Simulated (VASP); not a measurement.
# MgZn3Se3S (P3m1) in VASP: a series of runs

MgZn3Se3S is run at these levels: PBE; tasks: single point.

Program: VASP 6.6.1. These are calculated values, not measurements. Logs are shortened: lines on timing, memory, paths and dates and some standing lists are left out, and cuts for length are marked.

### 1 The cell of the first run

It takes space group P3m1 (No. 156, trigonal). Conventional cell: a = 4.049 Å, b = 4.049 Å, c = 13.236 Å, α = 90.00°, β = 90.00°, γ = 120.00°. Within 3.2 Å of Mg (site symmetry 3m) lie 3 S at 2.46 Å and 1 Se at 2.61 Å. Zn (site symmetry 3m) has 4 Se at 2.48 to 2.49 Å within 3.3 Å. Within 3.1 Å of Zn (site symmetry 3m) lie 1 S at 2.36 Å and 3 Se at 2.48 Å. Zn (site symmetry 3m) has 4 Se at 2.49 Å within 3.3 Å. Se (site symmetry 3m) has 4 Zn at 2.48 to 2.49 Å within 3.3 Å. Se (site symmetry 3m) has 4 Zn at 2.48 to 2.49 Å within 3.3 Å. Within 3.3 Å of Se (site symmetry 3m) lie 3 Zn at 2.49 Å and 1 Mg at 2.61 Å. S (site symmetry 3m) has 1 Zn at 2.36 Å and 3 Mg at 2.46 Å within 3.1 Å.

### 2 Single point, PBE

Input file INCAR:

```
ALGO = Normal
EDIFF = 1E-7
ENCUT = 520
GGA = PE
ISIF = 2
ISMEAR = 0
LASPH = T
LCHARG = F
LREAL = F
LWAVE = F
NBANDS = 41
NELM = 100
PREC = Accurate
SIGMA = 0.02
```

Input file KPOINTS:

```
k-points
0
Gamma
  12 12 2
```

Input file POSCAR:

```
MgZn3Se3S
1.0
    4.0492073083      0.0000000000      0.0000000000
   -2.0246036541      3.5067163942      0.0000000000
    0.0000000000      0.0000000000     13.2359229413
Mg Zn Se S
1 3 3 1
Direct
    0.6666666667      0.3333333333      0.2405216042
    0.6666666667      0.3333333333      0.7523976847
    0.3333333333      0.6666666667      0.0042736978
    0.3333333333      0.6666666667      0.5017056040
    0.3333333333      0.6666666667      0.6898170172
    0.6666666667      0.3333333333      0.9406790118
    0.6666666667      0.3333333333      0.4379842694
    0.3333333333      0.6666666667      0.1826211111
```

Potentials or basis: VASP PAW PBE potentials, release 64 (Mg, Zn, Se, S).

Command:

```
> cat potpaw_PBE.64/Mg/POTCAR potpaw_PBE.64/Zn/POTCAR potpaw_PBE.64/Se/POTCAR potpaw_PBE.64/S/POTCAR > POTCAR
> mpirun -np 1 vasp_std > vasp.out
```

OUTCAR:

```text
EDIFF = 1E-7
   ENCUT = 520
   GGA = PE
   ISIF = 2
   ISMEAR = 0
   LASPH = T
   LREAL = F
   NELM = 100
   PREC = Accurate

 ion  position               nearest neighbor table
   1  0.667  0.333  0.241-   8 2.46   8 2.46   8 2.46   7 2.61
   2  0.667  0.333  0.752-   5 2.48   5 2.48   5 2.48   6 2.49
   3  0.333  0.667  0.004-   8 2.36   6 2.48   6 2.48   6 2.48
   4  0.333  0.667  0.502-   7 2.49   7 2.49   7 2.49   5 2.49
   5  0.333  0.667  0.690-   2 2.48   2 2.48   2 2.48   4 2.49
   6  0.667  0.333  0.941-   3 2.48   3 2.48   3 2.48   2 2.49
   7  0.667  0.333  0.438-   4 2.49   4 2.49   4 2.49   1 2.61
   8  0.333  0.667  0.183-   3 2.36   1 2.46   1 2.46   1 2.46

  LATTYP: Found a hexagonal cell.
 ALAT       =     4.0492073083
 C/A-ratio  =     3.2687689055

  Lattice vectors:

 A1 = (   4.0492073083,   0.0000000000,   0.0000000000)
 A2 = (  -2.0246036541,   3.5067163942,   0.0000000000)
 A3 = (   0.0000000000,   0.0000000000,  13.2359229413)

Analysis of symmetry for initial positions (statically):
=====================================================================
 Subroutine PRICEL returns:
 Original cell was already a primitive cell.

 Routine SETGRP: Setting up the symmetry group for a
 hexagonal supercell.

 Subroutine GETGRP returns: Found  6 space group operations
 (whereof  6 operations were pure point group operations)
 out of a pool of 24 trial point group operations.

The static configuration has the point symmetry C_3v.

Analysis of symmetry for dynamics (positions and initial velocities):
=====================================================================
 Subroutine PRICEL returns:
 Original cell was already a primitive cell.

 Routine SETGRP: Setting up the symmetry group for a
 hexagonal supercell.

 Subroutine GETGRP returns: Found  6 space group operations
 (whereof  6 operations were pure point group operations)
 out of a pool of 24 trial point group operations.

The dynamic configuration has the point symmetry C_3v.

 Subroutine INISYM returns: Found  6 space group operations
 (whereof  6 operations are pure point group operations),
 and found     1 'primitive' translations

----------------------------------------------------------------------------------------

                                     Primitive cell

  volume of cell :     187.9425

  direct lattice vectors                    reciprocal lattice vectors
     4.049207308  0.000000000  0.000000000     0.246961917  0.142583529  0.000000000
    -2.024603654  3.506716394  0.000000000     0.000000000  0.285167059  0.000000000
     0.000000000  0.000000000 13.235922941     0.000000000  0.000000000  0.075551966

  length of vectors
     4.049207308  4.049207308 13.235922941     0.285167059  0.285167059  0.075551966

  position of ions in fractional coordinates (direct lattice)
     0.666666667  0.333333333  0.240521604
     0.666666667  0.333333333  0.752397685
     0.333333333  0.666666667  0.004273698
     0.333333333  0.666666667  0.501705604
     0.333333333  0.666666667  0.689817017
     0.666666667  0.333333333  0.940679012
     0.666666667  0.333333333  0.437984269
     0.333333333  0.666666667  0.182621111

  ion indices of the primitive-cell ions
   primitive index   ion index
                 1           1
                 2           2
                 3           3
                 4           4
                 5           5
                 6           6
                 7           7
                 8           8

----------------------------------------------------------------------------------------

 KPOINTS: k-points

Automatic generation of k-mesh.
 Grid dimensions read from file:
 generate k-points for:   12   12    2

 Generating k-lattice:

  Cartesian coordinates                     Fractional coordinates (reciprocal lattice)
     0.020580160  0.011881961  0.000000000     0.083333333  0.000000000  0.000000000
     0.000000000  0.023763922  0.000000000     0.000000000  0.083333333  0.000000000
     0.000000000  0.000000000  0.037775983     0.000000000  0.000000000  0.500000000

  Length of vectors
     0.023763922  0.023763922  0.037775983

  Shift w.r.t. Gamma in fractional coordinates (k-lattice)
     0.000000000  0.000000000  0.000000000

 Subroutine IBZKPT returns following result:
 ===========================================

 Found     38 irreducible k-points:

 Following reciprocal coordinates:
            Coordinates               Weight
  0.000000  0.000000  0.000000      1.000000
  0.083333 -0.000000  0.000000      6.000000
  0.166667 -0.000000  0.000000      6.000000
  0.250000  0.000000  0.000000      6.000000
  0.333333  0.000000  0.000000      6.000000
  0.416667 -0.000000  0.000000      6.000000
[... 16 lines left out ...]
  0.250000  0.000000  0.500000      6.000000
  0.333333  0.000000  0.500000      6.000000
 [... further k-points ...]
   k-points           NKPTS =     38   k-points in BZ     NKDIM =     38   number of bands    NBANDS=     41
   number of dos      NEDOS =    301   number of ions     NIONS =      8
   total plane-waves  NPLWV =  88200
   dimension x,y,z NGX =    30 NGY =   30 NGZ =   98
   dimension x,y,z NGXF=    60 NGYF=   60 NGZF=  196
   ions per type =               1   3   3   1
   NGX,Y,Z   is equivalent  to a cutoff of  12.32, 12.32, 12.31 a.u.
   NGXF,Y,Z  is equivalent  to a cutoff of  24.63, 24.63, 24.62 a.u.
 SYSTEM =  unknown system
   PREC   = accura    normal or accurate (medium, high low for compatibility)
   ISTART =      0    job   : 0-new  1-cont  2-samecut
   ICHARG =      2    charge: 1-file 2-atom 10-const
   ISPIN  =      1    spin polarized calculation?
   LNONCOLLINEAR =      F non collinear calculations
   LSORBIT =      F    spin-orbit coupling
   LASPH  =      T    aspherical Exc in radial PAW
   ENCUT  =  520.0 eV  38.22 Ry    6.18 a.u.   7.53  7.53 24.61*2*pi/ulx,y,z
   NELM   =    100;   NELMIN=  2; NELMDL= -5     # of ELM steps
   EDIFF  = 0.1E-06   stopping-criterion for ELM
   LREAL  =      F    real-space projection
   EDIFFG = 0.1E-05   stopping-criterion for IOM
   NSW    =      0    number of steps for IOM
   IBRION =     -1    ionic relax: 0-MD 1-quasi-New 2-CG
   NFREE  =      0    steps in history (QN), initial steepest desc. (CG)
   ISIF   =      2    stress and relaxation
   ISYM   =      2    0-nonsym 1-usesym 2-fastsym
   POTIM  = 0.5000    time-step for ionic-motion
   TEBEG  =    0.0;   TEEND  =   0.0 temperature during run
   PSTRESS=    0.0 pullay stress
   NELECT =      62.0000    total number of electrons
   NUPDOWN=      -1.0000    fix difference up-down
   EMIN   =  10.00;   EMAX   =-10.00  energy-range for DOS
   EFERMI =   0.00;   METHOD = LEGACY
   ISMEAR =     0;   SIGMA  =   0.02  broadening in eV -4-tet -1-fermi 0-gaus
   EFERMI_NEDOS =   21; number of points for ismear=-14 and -15
   IALGO  =     38    algorithm
   IMIX   =      4    mixing-type and parameters
     AMIX     =   0.40;   BMIX     =  1.00
     AMIX_MAG =   1.60;   BMIX_MAG =  1.00
  volume/ion in A,a.u.               =      23.49       158.54
  Fermi-wavevector in a.u.,A,eV,Ry     =   1.131177  2.137614 17.409479  1.279561
  Thomas-Fermi vector in A             =   2.267875
   LORBIT       =      0    0 simple, 1 ext, 2 COOP (PROOUT), +10 PAW based schemes
   GGA     = PE    functional components
   LHFCALC =     F    Hartree Fock is set to
   AEXX    =    0.0000 exact exchange contribution
   IVDW    =     0    specifies the selected vdW correction
   LEPSILON=     F    determine dielectric tensor
   LRPA    =     F    only Hartree local field effects (RPA)
 non-spin polarized calculation
 Gauss-broadening in eV      SIGMA  =   0.02
  energy-cutoff  :      520.00
  volume of cell :      187.94
 maximum number of plane-waves:      5107
   NGX = 15   NGY = 15   NGZ = 49

 number of electron      62.0000049 magnetization

 Free energy of the ion-electron system (eV)
  ---------------------------------------------------
  ext. energy  EPLUGINS =         0.00000000
  ---------------------------------------------------
  free energy    TOTEN  =       -26.51097818 eV

  energy without entropy =      -26.51097818  energy(sigma->0) =      -26.51097818

 E-fermi :   1.5321     XC(G=0):  -8.9412

 val. band max:        1.4512993987   @ k =   0.0000   0.0000   0.0000
 cond. band min:       2.9503692512   @ k =   0.0000   0.0000   0.0000
 fundamental gap:      1.4990698525
 Fermi energy:         1.5321249744

 k-point     1 :       0.0000    0.0000    0.0000
  band No.  band energies     occupation
      1     -11.4355      2.00000
      2     -11.1251      2.00000
      3     -10.9641      2.00000
      4     -10.5962      2.00000
      5      -4.8756      2.00000
      6      -4.8756      2.00000
[... 33 lines left out ...]
     40       7.7001      0.00000
     41       7.8163      0.00000

 k-point     2 :       0.0833   -0.0000    0.0000
  band No.  band energies     occupation
      1     -11.3984      2.00000
      2     -11.0937      2.00000
      3     -10.9351      2.00000
      4     -10.5766      2.00000
      5      -4.8760      2.00000
      6      -4.8683      2.00000
[... 33 lines left out ...]
     40       7.8779      0.00000
     41       7.8845      0.00000

 k-point     3 :       0.1667   -0.0000    0.0000
  band No.  band energies     occupation
      1     -11.2929      2.00000
      2     -11.0056      2.00000
      3     -10.8540      2.00000
      4     -10.5234      2.00000
      5      -4.8720      2.00000
      6      -4.8557      2.00000
[... 33 lines left out ...]
     40       7.8639      0.00000
     41       8.2200      0.00000

 k-point     4 :       0.2500    0.0000    0.0000
  band No.  band energies     occupation
      1     -11.1364      2.00000
      2     -10.8798      2.00000
      3     -10.7382      2.00000
      4     -10.4531      2.00000
      5      -4.8626      2.00000
      6      -4.8403      2.00000
[... 825 lines left out ...]
     40       7.8523      0.00000
     41       7.8621      0.00000

 k-point    23 :       0.2500    0.0000    0.5000
  band No.  band energies     occupation
      1     -11.1151      2.00000
      2     -10.9508      2.00000
      3     -10.6600      2.00000
      4     -10.4816      2.00000
      5      -4.8638      2.00000
      6      -4.8422      2.00000
[... 33 lines left out ...]
     40       8.1964      0.00000
     41       8.2118      0.00000

 k-point    24 :       0.3333    0.0000    0.5000
  band No.  band energies     occupation
      1     -10.9445      2.00000
      2     -10.7961      2.00000
      3     -10.5663      2.00000
      4     -10.4057      2.00000
      5      -4.8542      2.00000
      6      -4.8186      2.00000
[... 33 lines left out ...]
     40       8.3822      0.00000
     41       8.4870      0.00000

 [... further k-points ...]
[... 5 lines left out ...]
  --------------------------------------------------------------------------------------
  -------------------------------------------------------------------------------------
  Total        0.1327454      0.1327454      0.1321359      0.0000000     -0.0000000      0.0000000
  in kB        1.1316316      1.1316316      1.1264361      0.0000000     -0.0000000      0.0000000
  external PRESSURE =       1.1298998 kB  Pullay stress =       0.0000000 kB

 VOLUME and BASIS-vectors are now :
 -----------------------------------------------------------------------------
  energy-cutoff  :      520.00
  volume of cell :      187.94
      direct lattice vectors                 reciprocal lattice vectors
     4.049207308  0.000000000  0.000000000     0.246961917  0.142583529  0.000000000
    -2.024603654  3.506716394  0.000000000     0.000000000  0.285167059  0.000000000
     0.000000000  0.000000000 13.235922941     0.000000000  0.000000000  0.075551966

 POSITION                                       TOTAL-FORCE (eV/Angst)
 -----------------------------------------------------------------------------------
      2.02460      1.16891      3.18353        -0.000000      0.000000     -0.003130
      2.02460      1.16891      9.95868         0.000000      0.000000     -0.000709
     -0.00000      2.33781      0.05657         0.000000      0.000000      0.005207
     -0.00000      2.33781      6.64054         0.000000     -0.000000     -0.003457
     -0.00000      2.33781      9.13036        -0.000000      0.000000      0.001041
      2.02460      1.16891     12.45075        -0.000000      0.000000      0.000356
      2.02460      1.16891      5.79713        -0.000000      0.000000     -0.021358
     -0.00000      2.33781      2.41716         0.000000      0.000000      0.022050
 -----------------------------------------------------------------------------------
    total drift:                                0.000000      0.000000     -0.000502

  FREE ENERGIE OF THE ION-ELECTRON SYSTEM (eV)
  ---------------------------------------------------
  free  energy   TOTEN  =       -26.5109781824 eV

  energy  without entropy=      -26.5109781824  energy(sigma->0) =      -26.51097818
```

It took 3.4 min on 1 thread of Intel Xeon 6975P-C (Granite Rapids), shared host; peak memory 0.46 GiB.

Results:

```yaml
Free_energy: -26.5110 eV
Pressure: 0.1 GPa
Largest_force: 0.022 eV/Å
Band_gap_on_the_k_mesh: 1.50 eV, direct
```

Forces in eV/Å, atoms in the order of the input:
```
Mg   0.000  0.000 -0.003
Zn   0.000  0.000 -0.001
Zn   0.000  0.000  0.005
Zn   0.000  0.000 -0.003
Se   0.000  0.000  0.001
Se   0.000  0.000  0.000
Se   0.000  0.000 -0.021
S    0.000  0.000  0.022
```

Levels at points of the mesh, in eV from the valence-band top:
```csv
k point,band 28,band 29,band 30,band 31,band 32,band 33,band 34,band 35
"(0.00, 0.00, 0.00)",-0.32,-0.22,0.00,0.00,1.50,2.49,2.79,3.59
"(0.50, 0.00, 0.00)",-1.48,-1.42,-1.36,-0.85,2.98,3.10,3.35,3.98
"(0.00, 0.00, 0.50)",-0.27,-0.27,-0.02,-0.02,2.27,2.42,2.53,3.43
"(0.50, 0.00, 0.50)",-1.41,-1.25,-1.19,-0.93,2.84,3.12,3.30,3.79
```

Expect the measured gap to be larger: semilocal functionals such as PBE lack the derivative discontinuity.

### 3 Single point, PBE

Input file INCAR:

```
SYSTEM = MgZn3Se3S
ALGO = Normal ; EDIFF = 1E-7
ENCUT = 520 ; GGA = PE
ISIF = 2 ; ISMEAR = 0
LASPH = .TRUE. ; LCHARG = .FALSE.
LREAL = .FALSE. ; LWAVE = .FALSE.
NBANDS = 41 ; NELM = 60
PREC = Accurate ; SIGMA = 0.01
```

Input file KPOINTS:

```
k-points
0
G
  12 12 2
  0 0 0
```

Input file POSCAR:

```
MgZn3Se3S
1.0
    4.0493179381      0.0000000000      0.0000000000
   -2.0246589690      3.5068122024      0.0000000000
    0.0000000000      0.0000000000     13.2348525984
Mg Zn Se S
1 3 3 1
Direct
    0.6666666667      0.3333333333      0.2405026884
    0.6666666667      0.3333333333      0.7523835974
    0.3333333333      0.6666666667      0.0042707108
    0.3333333333      0.6666666667      0.5016961544
    0.3333333333      0.6666666667      0.6898336687
    0.6666666667      0.3333333333      0.9406874570
    0.6666666667      0.3333333333      0.4379986951
    0.3333333333      0.6666666667      0.1826270285
```

Potentials or basis: VASP PAW PBE potentials, release 64 (Mg, Zn, Se, S).

Command:

```
> cat potpaw_PBE.64/Mg/POTCAR potpaw_PBE.64/Zn/POTCAR potpaw_PBE.64/Se/POTCAR potpaw_PBE.64/S/POTCAR > POTCAR
> mpirun -np 1 vasp_std > vasp.out
```

Wall time 3.5 min (1 thread of Intel Xeon 6975P-C (Granite Rapids), shared host); peak memory 0.45 GiB.

The run converged. Its results:

```yaml
Free_energy: -26.5110 eV
Pressure: 0.1 GPa
Largest_force: 0.023 eV/Å
Band_gap_on_the_k_mesh: 1.50 eV, direct
```

Forces on the atoms (eV/Å):
```
Mg   0.000  0.000 -0.002
Zn   0.000  0.000  0.000
Zn   0.000  0.000  0.005
Zn   0.000  0.000 -0.002
Se   0.000  0.000  0.000
Se   0.000  0.000  0.000
Se   0.000  0.000 -0.023
S    0.000  0.000  0.022
```

Levels at points of the mesh, in eV from the valence-band top:
| k point | band 29 | band 30 | band 31 | band 32 | band 33 | band 34 |
| --- | --- | --- | --- | --- | --- | --- |
| (0.00, 0.00, 0.00) | -0.22 | 0.00 | 0.00 | 1.50 | 2.49 | 2.79 |
| (0.50, 0.00, 0.00) | -1.42 | -1.36 | -0.85 | 2.98 | 3.10 | 3.35 |
| (0.00, 0.00, 0.50) | -0.27 | -0.02 | -0.02 | 2.27 | 2.42 | 2.53 |
| (0.50, 0.00, 0.50) | -1.25 | -1.19 | -0.93 | 2.84 | 3.12 | 3.30 |

PBE gaps usually lie below the measured ones, often by a third to a half.
